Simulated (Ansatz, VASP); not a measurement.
## InSb: VASP beside Ansatz

Contents of INCAR:

```
SYSTEM = InSb
ALGO = Normal
EDIFF = 1E-6
ENCUT = 520
ISIF = 2
ISMEAR = 0
LASPH = .True.
LCHARG = .False.
LREAL = .False.
LWAVE = .False.
NBANDS = 16
NELM = 80
PREC = Accurate
SIGMA = 0.05
```

File KPOINTS:

```
k-points
0
Gamma
  6 6 6
  0 0 0
```

File POSCAR:

```
InSb
1.0
    0.0000000000      3.2391003701      3.2391003701
    3.2391003701      0.0000000000      3.2391003701
    3.2391003701      3.2391003701      0.0000000000
In Sb
1 1
Direct
    0.0000000000      0.0000000000      0.0000000000
    0.7500000000      0.7500000000      0.7500000000
```

Input for Ansatz:

```yaml
crystal:
  lattice:
    - [0.0, 3.2391003701, 3.2391003701]
    - [3.2391003701, 0.0, 3.2391003701]
    - [3.2391003701, 3.2391003701, 0.0]
  atoms:
    - { symbol: In, position: [0.0, 0.0, 0.0] }
    - { symbol: Sb, position: [0.75, 0.75, 0.75] }
basis:
  ecutwfc: 420
  ecutrho_ratio: 4
kpoints:
  mp_grid: { grid: [6, 6, 6] }
hamiltonian:
  xc: lda
scf:
  occupations: { method: gaussian, width: 0.05 }
output:
  forces: true
  stress: true
  eigenvalues: true
```

Alike in both runs: task single point; functional LDA; k mesh 6 × 6 × 6; occupations gaussian, width 0.05 eV; no spin polarisation.

|  | VASP | Ansatz |
| --- | --- | --- |
| version | VASP 6.6.1 | Ansatz 0.2.0 |
| potentials or method | VASP PAW LDA potentials, release 64 (In_d, Sb), cutoff 520 eV | scalar-relativistic, plane waves, PAW |
| valence electrons in the cell | 18 | 28 |

```tsv
	VASP	Ansatz	Ansatz less VASP
gap on the k mesh at the Fermi level (eV)	none	none	-
pressure (GPa)	-0.4	-0.5	-0.08
```

LDA's correlation is that of Perdew and Zunger in VASP and of Perdew and Wang (1992) in Ansatz. A gap of «none» marks a metal or a gap that the smearing closes. VASP's potentials hold 18 valence electrons a cell and Ansatz's 28, so a difference there can come from the potentials and not from the codes.

Spin-orbit coupling is off throughout.
